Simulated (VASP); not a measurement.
Crystal: Dy5C.

```
Dy C
1.0
     5.37735    0.00000    0.00000
    -2.68867    4.65692    0.00000
     0.00000    0.00000    6.52017
Dy C
5 1
Direct
  0.65251 0.00000 0.00000
  0.00000 0.65251 0.00000
  0.34749 0.34749 0.00000
  0.00000 0.00000 0.31919
  0.00000 0.00000 0.68081
  0.00000 0.00000 0.00000
```

The cell was generated, and may not be a known phase.

* Program: VASP 6.6.1
* Task: relaxation of cell and atoms
* Functional: PBE
* Potentials or basis: VASP PAW PBE potentials, release 64 (Dy_3, C), 4f in core
* Cutoff: 600 eV
* k mesh: 4 × 4 × 3
* Occupations: gaussian, width 0.2 eV
* Spin: no spin polarisation

At the start: pressure 35.6 GPa; volume 27.21 Å³/atom.

Question: How do energy, volume and symmetry change on relaxing?

Answer: Over 13 steps the energy falls by 1578.2 meV/atom and the volume is 45.94 Å³/atom (+68.8 %); space group P-62m (No. 189, to 0.1 Å) before and after.

Step by step:
```csv
step,energy change (eV),largest force (eV/Å),pressure (GPa),volume (Å³)
1,0.0000,9.8046,35.62,163.28
2,-4.3010,3.1162,-5.35,351.82
3,-8.1739,2.7619,-0.67,239.40
4,-8.2013,2.7081,-0.17,235.98
5,-8.2154,2.6324,0.55,231.56
6,-8.7286,1.5938,0.40,238.24
7,-9.2345,0.4912,1.05,248.94
8,-8.9054,2.9506,3.53,270.59
9,-9.3093,0.8656,1.88,256.96
10,-9.4006,0.5198,-1.36,291.55
11,-9.4605,0.0371,-0.23,277.41
12,-9.4605,0.0297,-0.27,277.83
13,-9.4692,0.0521,-0.10,275.67
```

Final structure:
```yaml
crystal:
  lattice:
    - [6.05937, 0.00000, 0.00000]
    - [-3.02968, 5.24756, 0.00000]
    - [0.00000, 0.00000, 8.66969]
  atoms:
    - { symbol: Dy, position: [0.60268, 0.00000, 0.00000] }
    - { symbol: Dy, position: [0.00000, 0.60268, 0.00000] }
    - { symbol: Dy, position: [0.39732, 0.39732, 0.00000] }
    - { symbol: Dy, position: [0.00000, 0.00000, 0.26462] }
    - { symbol: Dy, position: [0.00000, 0.00000, 0.73538] }
    - { symbol: C, position: [0.00000, 0.00000, 0.00000] }
```

Caveat: the volume moved by over 15 % at a fixed basis, so the end points are rough; the relaxation stopped at a loose force limit of 0.08 eV/Å, so its end isn't a converged minimum.
